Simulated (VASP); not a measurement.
Runs of VASP 6.6.1 on Rh. The structure is that of space group Fm-3m (No. 225), or close to it. The cells are those of the table. 

```csv
potentials or basis,cell,cutoff (eV),gap on the mesh (eV),pressure (GPa)
"VASP PAW PBE potentials, release 64 (Rh_pv)","a = 2.690, b = 2.690, c = 2.730 Å, angles 59.5, 59.5, 61.0°, 1 atom",520,none,(b)
"VASP PAW PBE potentials, release 64 (Rh_pv)","a = 2.670, b = 2.670, c = 2.730 Å, angles 59.3, 59.3, 61.5°, 1 atom",520,none,1.1
"VASP PAW PBE potentials, release 64 (Rh_pv)","a = 2.709, b = 2.709, c = 2.689 Å, angles 60.2, 60.2, 59.5°, 1 atom",520,none,-3.5
"VASP PAW PBE potentials, release 64 (Rh_sv_GW)","a = 2.730 Å, angles 60.0°, 1 atom",580,none,(a)
"VASP PAW PBE potentials, release 64 (Rh_pv)","a = 2.730, b = 2.730, c = 2.689 Å, angles 60.5, 60.5, 59.0°, 1 atom",520,none,-6.9
```

Alike in all rows: task single point; level r2SCAN; no spin polarisation; k mesh 22 × 22 × 22; smearing gaussian 0.15 eV.

Estimate the missing entries.

(a) -13.2; (b) -3.3.

Caveats: the PAW data sets were made with another functional, which shifts forces and pressure a little; the cell stands under tension (at least some runs); an empty level that is flat over the whole mesh can mark a ghost state of the potentials, or a narrow d or f band (at least some runs).

A k mesh can miss the band edges, and the runs leave out spin-orbit coupling on Rh.

A gap of «none» marks levels without a gap at the run's occupations.

The runs don't all hold the same shells in valence.
